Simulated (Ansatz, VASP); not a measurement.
Given: the input of a run of VASP 6.6.1 on Ru.

Contents of POSCAR:

```
Ru
1.0
    2.7058000000      0.0000000000      0.0000000000
   -1.3529000000      2.3432915376      0.0000000000
    0.0000000000      0.0000000000      4.2819000000
Ru
2
Direct
    0.6666666667      0.3333333333      0.7500000000
    0.3333333333      0.6666666667      0.2500000000
```

INCAR.step1

```
SYSTEM = Ru
  ALGO = Normal
  EDIFF = 1E-4
  ENCUT = 600
  GGA = PE
  ISMEAR = -1
  LASPH = .TRUE.
  LCHARG = .FALSE.
  LREAL = .FALSE.
  LWAVE = .TRUE.
  NELM = 80
  PREC = Accurate
  SIGMA = 0.05
```

INCAR.step2

```
SYSTEM = Ru
  ALGO = Normal
  EDIFF = 1E-6
  EDIFFG = -0.01
  ENCUT = 600
  IBRION = 2
  ISIF = 3
  ISMEAR = -1
  ISTART = 1
  LASPH = .TRUE.
  LCHARG = .FALSE.
  LMIXTAU = .TRUE.
  LREAL = .FALSE.
  LWAVE = .FALSE.
  METAGGA = R2SCAN
  NELM = 80
  NSW = 60
  PREC = Accurate
  SIGMA = 0.05
```

Contents of KPOINTS:

```
k-points
0
G
  11 11 6
  0 0 0
```

Potentials or basis: VASP PAW PBE potentials, release 64 (Ru_pv).

Launch:

```bash
$ cat potpaw_PBE.64/Ru_pv/POTCAR > POTCAR
$ cp INCAR.step1 INCAR
$ mpirun -np 1 vasp_std > vasp.out
$ cp INCAR.step2 INCAR
$ mpirun -np 1 vasp_std > vasp.out
```

**Question.** Translate it to Ansatz 0.2.0. Potentials there: Ansatz PAW.

**Answer.** As run (the cutoff follows the program's own potentials):

Contents of input.yaml:

```yaml
crystal:
  lattice:
    - [2.7058, 0.0, 0.0]
    - [-1.3529, 2.3432915376, 0.0]
    - [0.0, 0.0, 4.2819]
  atoms:
    - { symbol: Ru, position: [0.6666666667, 0.3333333333, 0.75] }
    - { symbol: Ru, position: [0.3333333333, 0.6666666667, 0.25] }
hamiltonian:
  xc: r2scan
  pseudopotentials: { kind: paw }
kpoints:
  mp_grid: { grid: [11, 11, 6] }
scf:
  occupations: { method: fermi_dirac, width: 0.05 }
output:
  forces: true
  stress: true
  eigenvalues: true
relax:
  f_tol: 0.01
  max_steps: 40
  cell: { stress_tol: 0.05 }
```

Potentials or basis: Ansatz PAW.

The run is started by

```bash
$ ansatz run input.yaml --threads 2 --pin off --max-ram 5632MiB --backend cpu --events-out ev --progress --plain --runs-dir out
```

Both were run:

|  | VASP | Ansatz | Ansatz less VASP |
| --- | --- | --- | --- |
| gap on the k mesh at the Fermi level, each at its own relaxed structure (eV) | none | none | - |
| relaxed volume (Å³/atom) | 13.56 | 13.49 | -0.062 |
| relaxed length of the cell vector where the two differ most in proportion (Å) | 4.275 | 4.268 | -0.0070 |

VASP's potentials were made for PBE, not for r2SCAN. A gap of «none» marks a metal or a gap that the smearing closes. VASP's potentials hold 28 valence electrons a cell and Ansatz's 32, so a difference there can come from the potentials and not from the codes.

Noted on Ansatz's run: the plane-wave basis is chosen anew once the cell has moved, so the energies of steps on either side of that aren't comparable.
